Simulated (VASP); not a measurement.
# Al2O3 (P-6m2) in VASP: notebook, part 2 of 2

VASP 6.6.1. The steps go on from the part before.

### Step 3. Single point, PBE+D3(BJ)

This run uses another cell than the first one, of the same volume but with other edges.

Contents of INCAR:

```
SYSTEM = Al2O3
  PREC = Accurate
  ENCUT = 520
  EDIFF = 1E-6
  ISMEAR = 0
  SIGMA = 0.05
  LREAL = .False.
  LASPH = .True.
  NELM = 60
  ALGO = Normal
  ISIF = 2
  LWAVE = .False.
  LCHARG = .False.
  GGA = PE
  IVDW = 12
  NBANDS = 20
```

Contents of KPOINTS:

```
Automatic mesh
0
Gamma
  9 9 4
  0 0 0
```

Contents of POSCAR:

```
Al2O3
1.0
    2.8099000000      0.0000000000      0.0000000000
   -1.4049500000      2.4334447821      0.0000000000
    0.0000000000      0.0000000000      7.2962596973
Al O
2 3
Direct
    0.0000000000      0.0000000000      0.1907358529
    0.0000000000      0.0000000000      0.8092641471
    0.3333333333      0.6666666667      0.2840924954
    0.6666666667      0.3333333333      0.0000000000
    0.3333333333      0.6666666667      0.7159075046
```

Potentials or basis: VASP PAW PBE potentials, release 64 (Al, O).

The run is started by

```
> cat potpaw_PBE.64/Al/POTCAR potpaw_PBE.64/O/POTCAR > POTCAR
> mpirun -np 1 vasp_std > vasp.out
```

OUTCAR:

```text
SYSTEM = Al2O3
   PREC = Accurate
   ENCUT = 520
   EDIFF = 1E-6
   ISMEAR = 0
   LREAL = .False.
   LASPH = .True.
   NELM = 60
   ISIF = 2
   GGA = PE
   IVDW = 12
 IVDW          = 12

 ion  position               nearest neighbor table
   1  0.000  0.000  0.191-   3 1.76   3 1.76   3 1.76   4 2.14   4 2.14   4 2.14   2 2.78
   2  0.000  0.000  0.809-   5 1.76   5 1.76   5 1.76   4 2.14   4 2.14   4 2.14   1 2.78
   3  0.333  0.667  0.284-   1 1.76   1 1.76   1 1.76
   4  0.667  0.333  0.000-   1 2.14   2 2.14   1 2.14   2 2.14   1 2.14   2 2.14
   5  0.333  0.667  0.716-   2 1.76   2 1.76   2 1.76

  LATTYP: Found a hexagonal cell.
 ALAT       =     2.8099000000
 C/A-ratio  =     2.5966261067

  Lattice vectors:

 A1 = (   2.8099000000,   0.0000000000,   0.0000000000)
 A2 = (  -1.4049500000,   2.4334447821,   0.0000000000)
 A3 = (   0.0000000000,   0.0000000000,   7.2962596973)

Analysis of symmetry for initial positions (statically):
=====================================================================
 Subroutine PRICEL returns:
 Original cell was already a primitive cell.

 Routine SETGRP: Setting up the symmetry group for a
 hexagonal supercell.

 Subroutine GETGRP returns: Found 12 space group operations
 (whereof 12 operations were pure point group operations)
 out of a pool of 24 trial point group operations.

The static configuration has the point symmetry D_3h.

Analysis of symmetry for dynamics (positions and initial velocities):
=====================================================================
 Subroutine PRICEL returns:
 Original cell was already a primitive cell.

 Routine SETGRP: Setting up the symmetry group for a
 hexagonal supercell.

 Subroutine GETGRP returns: Found 12 space group operations
 (whereof 12 operations were pure point group operations)
 out of a pool of 24 trial point group operations.

The dynamic configuration has the point symmetry D_3h.

 Subroutine INISYM returns: Found 12 space group operations
 (whereof 12 operations are pure point group operations),
 and found     1 'primitive' translations

----------------------------------------------------------------------------------------

                                     Primitive cell

  volume of cell :      49.8899

  direct lattice vectors                    reciprocal lattice vectors
     2.809900000  0.000000000  0.000000000     0.355884551  0.205470041  0.000000000
    -1.404950000  2.433444782  0.000000000     0.000000000  0.410940083  0.000000000
     0.000000000  0.000000000  7.296259697     0.000000000  0.000000000  0.137056525

  length of vectors
     2.809900000  2.809900000  7.296259697     0.410940083  0.410940083  0.137056525

  position of ions in fractional coordinates (direct lattice)
     0.000000000  0.000000000  0.190735853
     0.000000000  0.000000000  0.809264147
     0.333333333  0.666666667  0.284092495
     0.666666667  0.333333333  0.000000000
     0.333333333  0.666666667  0.715907505

  ion indices of the primitive-cell ions
   primitive index   ion index
                 1           1
                 2           2
                 3           3
[... 26 lines left out ...]

 Found     36 irreducible k-points:

 Following reciprocal coordinates:
            Coordinates               Weight
  0.000000  0.000000  0.000000      1.000000
  0.111111 -0.000000  0.000000      6.000000
  0.222222 -0.000000  0.000000      6.000000
  0.333333 -0.000000  0.000000      6.000000
  0.444444 -0.000000  0.000000      6.000000
  0.111111  0.111111  0.000000      6.000000
[... 16 lines left out ...]
  0.333333  0.222222  0.250000     24.000000
  0.333333  0.333333  0.250000      4.000000
 [... further k-points ...]
   k-points           NKPTS =     36   k-points in BZ     NKDIM =     36   number of bands    NBANDS=     20
   number of dos      NEDOS =    301   number of ions     NIONS =      5
   total plane-waves  NPLWV =  31104
   dimension x,y,z NGX =    24 NGY =   24 NGZ =   54
   dimension x,y,z NGXF=    48 NGYF=   48 NGZF=  108
   ions per type =               2   3
   NGX,Y,Z   is equivalent  to a cutoff of  14.20, 14.20, 12.30 a.u.
   NGXF,Y,Z  is equivalent  to a cutoff of  28.40, 28.40, 24.61 a.u.
 SYSTEM =  Al2O3
   PREC   = accura    normal or accurate (medium, high low for compatibility)
   ISTART =      0    job   : 0-new  1-cont  2-samecut
   ICHARG =      2    charge: 1-file 2-atom 10-const
   ISPIN  =      1    spin polarized calculation?
   LNONCOLLINEAR =      F non collinear calculations
   LSORBIT =      F    spin-orbit coupling
   LASPH  =      T    aspherical Exc in radial PAW
   ENCUT  =  520.0 eV  38.22 Ry    6.18 a.u.   5.22  5.22 13.57*2*pi/ulx,y,z
   NELM   =     60;   NELMIN=  2; NELMDL= -5     # of ELM steps
   EDIFF  = 0.1E-05   stopping-criterion for ELM
   LREAL  =      F    real-space projection
   EDIFFG = 0.1E-04   stopping-criterion for IOM
   NSW    =      0    number of steps for IOM
   IBRION =     -1    ionic relax: 0-MD 1-quasi-New 2-CG
   NFREE  =      0    steps in history (QN), initial steepest desc. (CG)
   ISIF   =      2    stress and relaxation
   ISYM   =      2    0-nonsym 1-usesym 2-fastsym
   POTIM  = 0.5000    time-step for ionic-motion
   TEBEG  =    0.0;   TEEND  =   0.0 temperature during run
   PSTRESS=    0.0 pullay stress
   NELECT =      24.0000    total number of electrons
   NUPDOWN=      -1.0000    fix difference up-down
   EMIN   =  10.00;   EMAX   =-10.00  energy-range for DOS
   EFERMI =   0.00;   METHOD = LEGACY
   ISMEAR =     0;   SIGMA  =   0.05  broadening in eV -4-tet -1-fermi 0-gaus
   EFERMI_NEDOS =   21; number of points for ismear=-14 and -15
   IALGO  =     38    algorithm
   IMIX   =      4    mixing-type and parameters
     AMIX     =   0.40;   BMIX     =  1.00
     AMIX_MAG =   1.60;   BMIX_MAG =  1.00
  volume/ion in A,a.u.               =       9.98        67.33
  Fermi-wavevector in a.u.,A,eV,Ry     =   1.282747  2.424040 22.387571  1.645440
  Thomas-Fermi vector in A             =   2.415040
   LORBIT       =      0    0 simple, 1 ext, 2 COOP (PROOUT), +10 PAW based schemes
   GGA     = PE    functional components
   LHFCALC =     F    Hartree Fock is set to
   AEXX    =    0.0000 exact exchange contribution
   IVDW    =    12    specifies the selected vdW correction
   LEPSILON=     F    determine dielectric tensor
   LRPA    =     F    only Hartree local field effects (RPA)
 non-spin polarized calculation
 Gauss-broadening in eV      SIGMA  =   0.05
  energy-cutoff  :      520.00
  volume of cell :       49.89
 maximum number of plane-waves:      1365
 NGX is ok and might be reduce to    24

 number of electron      24.0000007 magnetization

 Free energy of the ion-electron system (eV)
  ---------------------------------------------------
  ext. energy  EPLUGINS =         0.00000000
  ---------------------------------------------------
  free energy    TOTEN  =       -36.21522144 eV

  energy without entropy =      -36.21522144  energy(sigma->0) =      -36.21522144

 E-fermi :   4.3208     XC(G=0): -10.4920

 val. band max:        4.0486040747   @ k =   0.1111   0.1111   0.0000
 cond. band min:       9.1784940931   @ k =   0.0000   0.0000   0.0000
 fundamental gap:      5.1298900185
 Fermi energy:         4.3207504269

 k-point     1 :       0.0000    0.0000    0.0000
  band No.  band energies     occupation
      1     -15.2212      2.00000
      2     -14.0605      2.00000
      3     -12.8863      2.00000
      4      -1.3403      2.00000
      5       1.3034      2.00000
      6       2.4367      2.00000
[... 541 lines left out ...]
     19      17.5526      0.00000
     20      17.9449      0.00000

 [... further k-points ...]

------------------------ aborting loop because EDIFF is reached ----------------------------------------

 Edisp (eV)   -1.01310

 E8    (eV) :    -0.3830

  FORCE on cell =-STRESS in cart. coord.  units (eV):
  Direction    XX          YY          ZZ          XY          YZ          ZX
  --------------------------------------------------------------------------------------
  -------------------------------------------------------------------------------------
  Total       4.19880     4.19880     0.61810    -0.00000     0.00000    -0.00000
  in kB     134.84135   134.84135    19.84983    -0.00000     0.00000    -0.00000
  external pressure =       96.51 kB  Pullay stress =        0.00 kB

 VOLUME and BASIS-vectors are now :
 -----------------------------------------------------------------------------
  energy-cutoff  :      520.00
  volume of cell :       49.89
      direct lattice vectors                 reciprocal lattice vectors
     2.809900000  0.000000000  0.000000000     0.355884551  0.205470041  0.000000000
    -1.404950000  2.433444782  0.000000000     0.000000000  0.410940083  0.000000000
     0.000000000  0.000000000  7.296259697     0.000000000  0.000000000  0.137056525

 POSITION                                       TOTAL-FORCE (eV/Angst)
 -----------------------------------------------------------------------------------
      0.00000      0.00000      1.39166         0.000000      0.000000     -0.429732
      0.00000      0.00000      5.90460         0.000000      0.000000      0.429732
     -0.00000      1.62230      2.07281        -0.000000     -0.000000      0.470988
      1.40495      0.81115      0.00000         0.000000      0.000000      0.000000
     -0.00000      1.62230      5.22345        -0.000000     -0.000000     -0.470988
 -----------------------------------------------------------------------------------
    total drift:                                0.000000     -0.000000      0.000000

  FREE ENERGIE OF THE ION-ELECTRON SYSTEM (eV)
  ---------------------------------------------------
  free  energy   TOTEN  =       -37.2283172050 eV

  energy  without entropy=      -37.2283172050  energy(sigma->0) =      -37.22831721
```

OSZICAR:

```text
N       E                     dE             d eps       ncg     rms          rms(c)
DAV:   1     0.101332957840E+03    0.10133E+03   -0.12783E+04  1440   0.111E+03
DAV:   2    -0.346342360568E+02   -0.13597E+03   -0.13203E+03  1692   0.250E+02
DAV:   3    -0.407017496655E+02   -0.60675E+01   -0.60482E+01  1948   0.536E+01
DAV:   4    -0.407473713303E+02   -0.45622E-01   -0.45616E-01  1796   0.507E+00
DAV:   5    -0.407480229007E+02   -0.65157E-03   -0.65156E-03  1780   0.582E-01    0.130E+01
DAV:   6    -0.362236031972E+02    0.45244E+01   -0.13669E+01  1548   0.271E+01    0.464E+00
DAV:   7    -0.362218954885E+02    0.17077E-02   -0.56787E-01  1760   0.498E+00    0.252E+00
DAV:   8    -0.362109430455E+02    0.10952E-01   -0.51638E-02  1640   0.219E+00    0.811E-01
DAV:   9    -0.362137175301E+02   -0.27745E-02   -0.15567E-02  1656   0.117E+00    0.186E-01
DAV:  10    -0.362148916700E+02   -0.11741E-02   -0.30455E-03  1672   0.404E-01    0.139E-01
DAV:  11    -0.362151826314E+02   -0.29096E-03   -0.55500E-04  1648   0.268E-01    0.295E-02
DAV:  12    -0.362152162134E+02   -0.33582E-04   -0.97593E-05  1716   0.809E-02    0.134E-02
DAV:  13    -0.362152223106E+02   -0.60971E-05   -0.42374E-05  1632   0.487E-02    0.841E-03
DAV:  14    -0.362152211289E+02    0.11816E-05   -0.32413E-06  1656   0.193E-02    0.313E-03
DAV:  15    -0.362152214367E+02   -0.30776E-06   -0.99137E-07  1356   0.773E-03
   1 F= -.37228317E+02 E0= -.37228317E+02  d E =-.723982E-16
```

Run time: 17 s. Hardware: 1 thread of Intel Xeon 6975P-C (Granite Rapids), shared host; peak memory 0.19 GiB.

What came out:

```yaml
Free_energy: -37.2283 eV
Pressure: 9.7 GPa
Largest_force: 0.471 eV/Å
Band_gap_on_the_k_mesh: 5.13 eV, indirect (least direct gap 5.28 eV)
Dispersion_energy_per_atom: -0.203 eV
```

Forces on the atoms (eV/Å):
```
Al   0.000  0.000 -0.430
Al   0.000  0.000  0.430
O    0.000  0.000  0.471
O    0.000  0.000  0.000
O    0.000  0.000 -0.471
```

Levels at points of the mesh, in eV from the valence-band top:
| k point | band 9 | band 10 | band 11 | band 12 | band 13 | band 14 | band 15 | band 16 |
| --- | --- | --- | --- | --- | --- | --- | --- | --- |
| (0.00, 0.00, 0.00) | -1.34 | -0.65 | -0.65 | -0.15 | 5.13 | 8.06 | 9.00 | 12.03 |
| (0.00, 0.00, 0.50) | -1.36 | -0.85 | -0.64 | -0.64 | 5.63 | 7.73 | 8.73 | 12.60 |

A k mesh can miss the band edges. As with any semilocal functional, this PBE gap is likely too small.

### Step 4. Single point, PBE+D3(BJ)

This run uses another cell than the first one, of 10.28 Å³/atom, 1.032 times its volume.

Contents of INCAR:

```
PREC = Accurate ; ENCUT = 520
EDIFF = 1E-6 ; ISMEAR = 0
SIGMA = 0.05 ; LREAL = False
LASPH = True ; NELM = 80
ALGO = Normal ; ISIF = 2
LWAVE = False ; LCHARG = False
GGA = PE ; IVDW = 12
NBANDS = 20
```

Contents of KPOINTS:

```
regular mesh
0
Gamma
  9 9 4
```

Changes to POSCAR since step 3:

```diff
@@ -2,5 +2,5 @@
 1.0
-    2.8099000000      0.0000000000      0.0000000000
-   -1.4049500000      2.4334447821      0.0000000000
-    0.0000000000      0.0000000000      7.2962596973
+    2.8959000000      0.0000000000      0.0000000000
+   -1.4479500000      2.5079229668      0.0000000000
+    0.0000000000      0.0000000000      7.0774000000
 Al O
```

The run is started by

```
> cat potpaw_PBE.64/Al/POTCAR potpaw_PBE.64/O/POTCAR > POTCAR
> mpirun -np 1 vasp_std > vasp.out
```

Wall time 16 s (1 thread of Intel Xeon 6975P-C (Granite Rapids), shared host); peak memory 0.19 GiB.

It converged, with:

```
Free energy                : -37.2665 eV
Pressure                   : -0.3 GPa
Largest force              : 0.611 eV/Å
Band gap on the k mesh     : 4.20 eV, indirect (least direct gap 4.30 eV)
Dispersion energy per atom : -0.196 eV
```

Forces on the atoms (eV/Å):
```
Al   0.000  0.000  0.611
Al   0.000  0.000 -0.611
O    0.000  0.000  0.125
O    0.000  0.000  0.000
O    0.000  0.000 -0.125
```

Stress tensor (GPa, compression positive):
```
-4.22  0.00  0.00
 0.00 -4.22  0.00
 0.00  0.00  7.52
```

Levels at points of the mesh, in eV from the valence-band top:
```
           k point  band 8  band 9  band 10  band 11  band 12  band 13  band 14  band 15  band 16  band 17
(0.00, 0.00, 0.00)   -1.56   -1.56    -1.10    -1.10    -0.10     4.20     7.17     8.24    11.89    14.02
(0.00, 0.00, 0.50)   -1.60   -1.60    -1.09    -1.09    -0.92     4.70     6.96     7.91    12.46    14.19
```

### Step 5. Overview

```csv
cell,gap on the mesh (eV),pressure (GPa),largest force (eV/Å)
"a = 2.896, b = 2.896, c = 6.859 Å, angles 90.0, 90.0, 120.0°, 5 atoms",4.08,4.2,1.06
"a = 2.810, b = 2.810, c = 7.296 Å, angles 90.0, 90.0, 120.0°, 5 atoms",5.13,9.7,0.47
"a = 2.896, b = 2.896, c = 7.077 Å, angles 90.0, 90.0, 120.0°, 5 atoms",4.20,-0.3,0.61
```

Alike in all rows: task single point; level PBE+D3(BJ); potentials or basis VASP PAW PBE potentials, release 64 (Al, O); no spin polarisation; k mesh 9 × 9 × 4; cutoff (eV) 520; smearing gaussian 0.05 eV.

Caveats: forces of over 1 eV/Å act on the atoms, so gaps and moduli don't describe the material at rest (some runs).

Absolute energies hang on the potentials; compare differences alone.
